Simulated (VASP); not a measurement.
# BiTe (Fm-3m) in VASP: further runs

The runs below take BiTe through electric field gradients, with PBE.

Everything below comes from runs of VASP 6.6.1. Logs are shortened: lines on timing, memory, paths and dates and some standing lists are left out, and cuts for length are marked.

### Step 1. The cell of the first run

The structure is cubic, space group Fm-3m (No. 225). The conventional cell has a = 6.339 Å, b = 6.339 Å, c = 6.339 Å, α = 90.00°, β = 90.00°, γ = 90.00°. Within 4.2 Å of Bi (site symmetry m-3m) lie 6 Te at 3.17 Å. Te (site symmetry m-3m) has 6 Bi at 3.17 Å within 4.2 Å.

### Step 2. Electric field gradients, PBE (volume scaled by 0.9405)

Contents of INCAR:

```
SYSTEM = BiTe
PREC = Accurate ; ENCUT = 520
EDIFF = 1E-8 ; ISMEAR = -1
SIGMA = 0.03 ; LREAL = .False.
LASPH = .True. ; NELM = 60
ALGO = Normal ; ISIF = 2
LWAVE = .False. ; LCHARG = .False.
GGA = PE ; LEFG = .True.
NBANDS = 18
```

Contents of KPOINTS:

```
Automatic mesh
0
Gamma
  10 10 10
  0 0 0
```

Contents of POSCAR:

```
BiTe
1.0
    0.0000000000      3.1695228346      3.1695228346
    3.1695228346      0.0000000000      3.1695228346
    3.1695228346      3.1695228346      0.0000000000
Bi Te
1 1
Direct
    0.0000000000      0.0000000000      0.0000000000
    0.5000000000      0.5000000000      0.5000000000
```

Potentials or basis: VASP PAW PBE potentials, release 64 (Bi_d, Te).

The run is started by

```console
$ cat potpaw_PBE.64/Bi_d/POTCAR potpaw_PBE.64/Te/POTCAR > POTCAR
$ mpirun -np 1 vasp_std > vasp.out
```

OUTCAR:

```text
SYSTEM = BiTe
   PREC = Accurate
   ENCUT = 520
   EDIFF = 1E-8
   ISMEAR = -1
   LREAL = .False.
   LASPH = .True.
   NELM = 60
   ISIF = 2
   GGA = PE

 ion  position               nearest neighbor table
   1  0.000  0.000  0.000-   2 3.17   2 3.17   2 3.17   2 3.17   2 3.17   2 3.17
   2  0.500  0.500  0.500-   1 3.17   1 3.17   1 3.17   1 3.17   1 3.17   1 3.17

  LATTYP: Found a face centered cubic cell.
 ALAT       =     6.3390456692

  Lattice vectors:

 A1 = (   0.0000000000,   3.1695228346,   3.1695228346)
 A2 = (   3.1695228346,   0.0000000000,   3.1695228346)
 A3 = (   3.1695228346,   3.1695228346,   0.0000000000)

Analysis of symmetry for initial positions (statically):
=====================================================================
 Subroutine PRICEL returns:
 Original cell was already a primitive cell.

 Routine SETGRP: Setting up the symmetry group for a
 face centered cubic supercell.

 Subroutine GETGRP returns: Found 48 space group operations
 (whereof 48 operations were pure point group operations)
 out of a pool of 48 trial point group operations.

The static configuration has the point symmetry O_h .

Analysis of symmetry for dynamics (positions and initial velocities):
=====================================================================
 Subroutine PRICEL returns:
 Original cell was already a primitive cell.

 Routine SETGRP: Setting up the symmetry group for a
 face centered cubic supercell.

 Subroutine GETGRP returns: Found 48 space group operations
 (whereof 48 operations were pure point group operations)
 out of a pool of 48 trial point group operations.

The dynamic configuration has the point symmetry O_h .

 Subroutine INISYM returns: Found 48 space group operations
 (whereof 48 operations are pure point group operations),
 and found     1 'primitive' translations

----------------------------------------------------------------------------------------

                                     Primitive cell

  volume of cell :      63.6813

  direct lattice vectors                    reciprocal lattice vectors
     0.000000000  3.169522835  3.169522835    -0.157752452  0.157752452  0.157752452
     3.169522835  0.000000000  3.169522835     0.157752452 -0.157752452  0.157752452
     3.169522835  3.169522835  0.000000000     0.157752452  0.157752452 -0.157752452

  length of vectors
     4.482382179  4.482382179  4.482382179     0.273235263  0.273235263  0.273235263

  position of ions in fractional coordinates (direct lattice)
     0.000000000  0.000000000  0.000000000
     0.500000000  0.500000000  0.500000000

  ion indices of the primitive-cell ions
   primitive index   ion index
                 1           1
                 2           2

----------------------------------------------------------------------------------------

 KPOINTS: Automatic mesh

Automatic generation of k-mesh.
 Grid dimensions read from file:
 generate k-points for:   10   10   10

 Generating k-lattice:

  Cartesian coordinates                     Fractional coordinates (reciprocal lattice)
    -0.015775245  0.015775245  0.015775245     0.100000000  0.000000000  0.000000000
     0.015775245 -0.015775245  0.015775245     0.000000000  0.100000000  0.000000000
     0.015775245  0.015775245 -0.015775245     0.000000000  0.000000000  0.100000000

  Length of vectors
     0.027323526  0.027323526  0.027323526

  Shift w.r.t. Gamma in fractional coordinates (k-lattice)
     0.000000000  0.000000000  0.000000000

 Subroutine IBZKPT returns following result:
 ===========================================

 Found     47 irreducible k-points:

 Following reciprocal coordinates:
            Coordinates               Weight
  0.000000  0.000000  0.000000      1.000000
  0.100000  0.000000  0.000000      8.000000
  0.200000  0.000000  0.000000      8.000000
  0.300000  0.000000  0.000000      8.000000
  0.400000  0.000000  0.000000      8.000000
  0.500000  0.000000  0.000000      4.000000
[... 16 lines left out ...]
  0.300000  0.300000  0.000000      6.000000
  0.400000  0.300000  0.000000     24.000000
 [... further k-points ...]
   k-points           NKPTS =     47   k-points in BZ     NKDIM =     47   number of bands    NBANDS=     18
   number of dos      NEDOS =    301   number of ions     NIONS =      2
   total plane-waves  NPLWV =  46656
   dimension x,y,z NGX =    36 NGY =   36 NGZ =   36
   dimension x,y,z NGXF=    72 NGYF=   72 NGZF=   72
   ions per type =               1   1
   NGX,Y,Z   is equivalent  to a cutoff of  13.35, 13.35, 13.35 a.u.
   NGXF,Y,Z  is equivalent  to a cutoff of  26.70, 26.70, 26.70 a.u.
 SYSTEM =  BiTe
   PREC   = accura    normal or accurate (medium, high low for compatibility)
   ISTART =      0    job   : 0-new  1-cont  2-samecut
   ICHARG =      2    charge: 1-file 2-atom 10-const
   ISPIN  =      1    spin polarized calculation?
   LNONCOLLINEAR =      F non collinear calculations
   LSORBIT =      F    spin-orbit coupling
   LASPH  =      T    aspherical Exc in radial PAW
   ENCUT  =  520.0 eV  38.22 Ry    6.18 a.u.   8.33  8.33  8.33*2*pi/ulx,y,z
   NELM   =     60;   NELMIN=  2; NELMDL= -5     # of ELM steps
   EDIFF  = 0.1E-07   stopping-criterion for ELM
   LREAL  =      F    real-space projection
   EDIFFG = 0.1E-06   stopping-criterion for IOM
   NSW    =      0    number of steps for IOM
   IBRION =     -1    ionic relax: 0-MD 1-quasi-New 2-CG
   NFREE  =      0    steps in history (QN), initial steepest desc. (CG)
   ISIF   =      2    stress and relaxation
   ISYM   =      2    0-nonsym 1-usesym 2-fastsym
   POTIM  = 0.5000    time-step for ionic-motion
   TEBEG  =    0.0;   TEEND  =   0.0 temperature during run
   PSTRESS=    0.0 pullay stress
   NELECT =      21.0000    total number of electrons
   NUPDOWN=      -1.0000    fix difference up-down
   EMIN   =  10.00;   EMAX   =-10.00  energy-range for DOS
   EFERMI =   0.00;   METHOD = LEGACY
   ISMEAR =    -1;   SIGMA  =   0.03  broadening in eV -4-tet -1-fermi 0-gaus
   EFERMI_NEDOS =   21; number of points for ismear=-14 and -15
   IALGO  =     38    algorithm
   IMIX   =      4    mixing-type and parameters
     AMIX     =   0.40;   BMIX     =  1.00
     AMIX_MAG =   1.60;   BMIX_MAG =  1.00
  volume/ion in A,a.u.               =      31.84       214.87
  Fermi-wavevector in a.u.,A,eV,Ry     =   1.131038  2.137353 17.405226  1.279248
  Thomas-Fermi vector in A             =   2.267736
   LORBIT       =      0    0 simple, 1 ext, 2 COOP (PROOUT), +10 PAW based schemes
   GGA     = PE    functional components
   LHFCALC =     F    Hartree Fock is set to
   AEXX    =    0.0000 exact exchange contribution
   IVDW    =     0    specifies the selected vdW correction
   LEPSILON=     F    determine dielectric tensor
   LRPA    =     F    only Hartree local field effects (RPA)
 non-spin polarized calculation
  energy-cutoff  :      520.00
  volume of cell :       63.68
 maximum number of plane-waves:      1736
 NGX is ok and might be reduce to    36
   NGX = 17   NGY = 17   NGZ = 17

 number of electron      21.0000001 magnetization

 Free energy of the ion-electron system (eV)
  ---------------------------------------------------
  ext. energy  EPLUGINS =         0.00000000
  ---------------------------------------------------
  free energy    TOTEN  =        -7.11148430 eV

  energy without entropy =       -7.10600232  energy(sigma->0) =       -7.10874331

 E-fermi :   7.4166     XC(G=0):  -9.7111

 val. band max:        7.4083945968   @ k =  -0.3000   0.2000   0.0000
 cond. band min:       7.4181722561   @ k =  -0.2000   0.1000   0.0000
 fundamental gap:      0.0097776593
 Fermi energy:         7.4166255888

 k-point     1 :       0.0000    0.0000    0.0000
  band No.  band energies     occupation
      1     -15.7674      2.00000
      2     -15.7674      2.00000
      3     -15.7606      2.00000
      4     -15.7606      2.00000
      5     -15.7606      2.00000
      6      -6.5488      2.00000
[... 10 lines left out ...]
     17      13.8019      0.00000
     18      13.8329      0.00000

 k-point     2 :       0.1000    0.0000    0.0000
  band No.  band energies     occupation
      1     -15.7679      2.00000
      2     -15.7679      2.00000
      3     -15.7604      2.00000
      4     -15.7600      2.00000
      5     -15.7600      2.00000
      6      -6.4520      2.00000
[... 10 lines left out ...]
     17      14.4563      0.00000
     18      14.5586      0.00000
[... 442 lines left out ...]
 k-point    24 :       0.4000    0.3000    0.0000
  band No.  band energies     occupation
      1     -15.7821      2.00000
      2     -15.7636      2.00000
      3     -15.7636      2.00000
      4     -15.7502      2.00000
      5     -15.7498      2.00000
      6      -5.1033      2.00000
[... 10 lines left out ...]
     17      16.4586      0.00000
     18      16.5295      0.00000

 [... further k-points ...]
[... 5 lines left out ...]
  --------------------------------------------------------------------------------------
  -------------------------------------------------------------------------------------
  Total        1.7049037      1.7049037      1.7049037      0.0000000     -0.0000000     -0.0000000
  in kB       42.8942205     42.8942205     42.8942205      0.0000000     -0.0000000     -0.0000000
  external PRESSURE =      42.8942205 kB  Pullay stress =       0.0000000 kB

 VOLUME and BASIS-vectors are now :
 -----------------------------------------------------------------------------
  energy-cutoff  :      520.00
  volume of cell :       63.68
      direct lattice vectors                 reciprocal lattice vectors
     0.000000000  3.169522835  3.169522835    -0.157752452  0.157752452  0.157752452
     3.169522835  0.000000000  3.169522835     0.157752452 -0.157752452  0.157752452
     3.169522835  3.169522835  0.000000000     0.157752452  0.157752452 -0.157752452

 POSITION                                       TOTAL-FORCE (eV/Angst)
 -----------------------------------------------------------------------------------
      0.00000      0.00000      0.00000        -0.000000      0.000000     -0.000000
      3.16952      3.16952      3.16952         0.000000     -0.000000      0.000000
 -----------------------------------------------------------------------------------
    total drift:                               -0.000000      0.000000      0.000000

  FREE ENERGIE OF THE ION-ELECTRON SYSTEM (eV)
  ---------------------------------------------------
  free  energy   TOTEN  =        -7.1114842979 eV

  energy  without entropy=       -7.1060023199  energy(sigma->0) =       -7.10874331

 Electric field gradients (V/A^2)
---------------------------------------------------------------------
 ion       V_xx      V_yy      V_zz      V_xy      V_xz      V_yz
---------------------------------------------------------------------
   1      -0.000    -0.000    -0.000    -0.001    -0.001    -0.001
   2       0.000     0.000    -0.000     0.000     0.000     0.000
---------------------------------------------------------------------

 Electric field gradients after diagonalization (V/A^2)
 (convention: |V_zz| > |V_xx| > |V_yy|)
----------------------------------------------------------------------
 ion       V_xx      V_yy      V_zz     asymmetry (V_yy - V_xx)/ V_zz
----------------------------------------------------------------------
   1       0.001     0.001    -0.003       0.000
   2      -0.000    -0.000     0.000       0.000
----------------------------------------------------------------------

           NMR quadrupolar parameters

 Cq : quadrupolar parameter    Cq=e*Q*V_zz/h
 eta: asymmetry parameters     (V_yy - V_xx)/ V_zz
 Q  : nuclear electric quadrupole moment in mb (millibarn)
----------------------------------------------------------------------
 ion       Cq(MHz)       eta       Q (mb)
----------------------------------------------------------------------
   1      -0.000       0.000       1.000
   2       0.000       0.000       1.000
----------------------------------------------------------------------
```

Wall time 73 s (1 thread of Intel Xeon Platinum 8259CL at 2.50GHz (Skylake/Cascade Lake), shared host); peak memory 0.22 GiB.

What came out:

| Item | Value |
| --- | --- |
| Free energy | -7.1115 eV |
| Pressure | 4.3 GPa |

Levels at points of the mesh, in eV from the Fermi level:
| k point | band 7 | band 8 | band 9 | band 10 | band 11 | band 12 | band 13 | band 14 |
| --- | --- | --- | --- | --- | --- | --- | --- | --- |
| (0.00, 0.00, 0.00) | -7.89 | -2.71 | -2.71 | -2.71 | 2.29 | 2.29 | 2.29 | 4.57 |
| (0.50, 0.00, 0.00) | -11.47 | -2.04 | -2.04 | -1.57 | -0.84 | -0.72 | -0.72 | 7.46 |
| (0.50, 0.50, 0.00) | -9.96 | -6.09 | -4.31 | -4.31 | 2.01 | 3.89 | 3.89 | 5.43 |

Caveat: without QUAD_EFG the Cq values of the log hold for a quadrupole moment of 1 mb, not for the nuclei; spin-orbit coupling is left out, which moves the levels of the heavy elements.

### Step 3. Electric field gradients, PBE (volume scaled by 0.98)

Contents of INCAR:

```
PREC = Accurate
ENCUT = 520
EDIFF = 1E-8
ISMEAR = -1
SIGMA = 0.03
LREAL = F
LASPH = T
NELM = 60
ALGO = Normal
ISIF = 2
LWAVE = F
LCHARG = F
GGA = PE
LEFG = T
NBANDS = 18
```

Contents of KPOINTS:

```
regular mesh
0
Gamma
  10 10 10
```

Contents of POSCAR:

```
BiTe
1.0
    0.0000000000      3.2132879364      3.2132879364
    3.2132879364      0.0000000000      3.2132879364
    3.2132879364      3.2132879364      0.0000000000
Bi Te
1 1
Direct
    0.0000000000      0.0000000000      0.0000000000
    0.5000000000      0.5000000000      0.5000000000
```

Potentials or basis: VASP PAW PBE potentials, release 64 (Bi_d, Te).

The run is started by

```console
$ cat potpaw_PBE.64/Bi_d/POTCAR potpaw_PBE.64/Te/POTCAR > POTCAR
$ mpirun -np 1 vasp_std > vasp.out
```

OUTCAR:

```text
PREC = Accurate
   ENCUT = 520
   EDIFF = 1E-8
   ISMEAR = -1
   LREAL = F
   LASPH = T
   NELM = 60
   ISIF = 2
   GGA = PE

 ion  position               nearest neighbor table
   1  0.000  0.000  0.000-   2 3.21   2 3.21   2 3.21   2 3.21   2 3.21   2 3.21
   2  0.500  0.500  0.500-   1 3.21   1 3.21   1 3.21   1 3.21   1 3.21   1 3.21

  LATTYP: Found a face centered cubic cell.
 ALAT       =     6.4265758728

  Lattice vectors:

 A1 = (   0.0000000000,   3.2132879364,   3.2132879364)
 A2 = (   3.2132879364,   0.0000000000,   3.2132879364)
 A3 = (   3.2132879364,   3.2132879364,   0.0000000000)

Analysis of symmetry for initial positions (statically):
=====================================================================
 Subroutine PRICEL returns:
 Original cell was already a primitive cell.

 Routine SETGRP: Setting up the symmetry group for a
 face centered cubic supercell.

 Subroutine GETGRP returns: Found 48 space group operations
 (whereof 48 operations were pure point group operations)
 out of a pool of 48 trial point group operations.

The static configuration has the point symmetry O_h .

Analysis of symmetry for dynamics (positions and initial velocities):
=====================================================================
 Subroutine PRICEL returns:
 Original cell was already a primitive cell.

 Routine SETGRP: Setting up the symmetry group for a
 face centered cubic supercell.

 Subroutine GETGRP returns: Found 48 space group operations
 (whereof 48 operations were pure point group operations)
 out of a pool of 48 trial point group operations.

The dynamic configuration has the point symmetry O_h .

[... 155 lines left out ...]
      1     -16.2652      2.00000
      2     -16.2652      2.00000
      3     -16.2611      2.00000
      4     -16.2611      2.00000
      5     -16.2611      2.00000
      6      -6.7664      2.00000
[... 481 lines left out ...]
      5     -16.2520      2.00000
      6      -5.4113      2.00000
[... 10 lines left out ...]
     17      15.8739      0.00000
     18      15.9502      0.00000

 [... further k-points ...]

------------------------ aborting loop because EDIFF is reached ----------------------------------------

  FORCE on cell =-STRESS in cart. coord.  units (eV):
  Direction    XX          YY          ZZ          XY          YZ          ZX
  --------------------------------------------------------------------------------------
  -------------------------------------------------------------------------------------
  Total        0.7539054      0.7539054      0.7539054      0.0000000      0.0000000     -0.0000000
  in kB       18.2032320     18.2032320     18.2032320      0.0000000      0.0000000     -0.0000000
  external PRESSURE =      18.2032320 kB  Pullay stress =       0.0000000 kB

 VOLUME and BASIS-vectors are now :
 -----------------------------------------------------------------------------
  energy-cutoff  :      520.00
  volume of cell :       66.36
      direct lattice vectors                 reciprocal lattice vectors
     0.000000000  3.213287936  3.213287936    -0.155603858  0.155603858  0.155603858
     3.213287936  0.000000000  3.213287936     0.155603858 -0.155603858  0.155603858
     3.213287936  3.213287936  0.000000000     0.155603858  0.155603858 -0.155603858

 POSITION                                       TOTAL-FORCE (eV/Angst)
 -----------------------------------------------------------------------------------
      0.00000      0.00000      0.00000         0.000000      0.000000     -0.000000
      3.21329      3.21329      3.21329         0.000000     -0.000000      0.000000
 -----------------------------------------------------------------------------------
    total drift:                               -0.000000      0.000000      0.000000

  FREE ENERGIE OF THE ION-ELECTRON SYSTEM (eV)
  ---------------------------------------------------
  free  energy   TOTEN  =        -7.1624005930 eV

  energy  without entropy=       -7.1571059357  energy(sigma->0) =       -7.15975326

 Electric field gradients (V/A^2)
---------------------------------------------------------------------
 ion       V_xx      V_yy      V_zz      V_xy      V_xz      V_yz
---------------------------------------------------------------------
   1       0.000     0.000     0.000    -0.000    -0.000    -0.000
   2      -0.000    -0.000     0.000    -0.000    -0.000    -0.000
---------------------------------------------------------------------

 Electric field gradients after diagonalization (V/A^2)
 (convention: |V_zz| > |V_xx| > |V_yy|)
----------------------------------------------------------------------
 ion       V_xx      V_yy      V_zz     asymmetry (V_yy - V_xx)/ V_zz
----------------------------------------------------------------------
   1       0.000     0.000    -0.001       0.000
   2       0.000     0.000    -0.000       0.000
----------------------------------------------------------------------

           NMR quadrupolar parameters

 Cq : quadrupolar parameter    Cq=e*Q*V_zz/h
 eta: asymmetry parameters     (V_yy - V_xx)/ V_zz
 Q  : nuclear electric quadrupole moment in mb (millibarn)
----------------------------------------------------------------------
 ion       Cq(MHz)       eta       Q (mb)
----------------------------------------------------------------------
   1      -0.000       0.000       1.000
   2      -0.000       0.000       1.000
----------------------------------------------------------------------
```

stdout:

```text
POSCAR found type information on POSCAR BiTe
 POSCAR found :  2 types and       2 ions
 scaLAPACK will be used
 LDA part: xc-table for (Slater+PW92), standard interpolation
 POSCAR, INCAR and KPOINTS ok, starting setup
 FFT: planning ... GRIDC
 FFT: planning ... GRID_SOFT
 FFT: planning ... GRID
 WAVECAR not read
 entering main loop
ion   1

ion   2
```

Wall time 73 s (1 thread of Intel Xeon Platinum 8259CL at 2.50GHz (Skylake/Cascade Lake), shared host); peak memory 0.23 GiB.

Results:

| Property | Result |
| --- | --- |
| Free energy | -7.1624 eV |
| Pressure | 1.8 GPa |

Caveat: without QUAD_EFG the Cq values of the log hold for a quadrupole moment of 1 mb, not for the nuclei; spin-orbit coupling is left out, which moves the levels of the heavy elements.
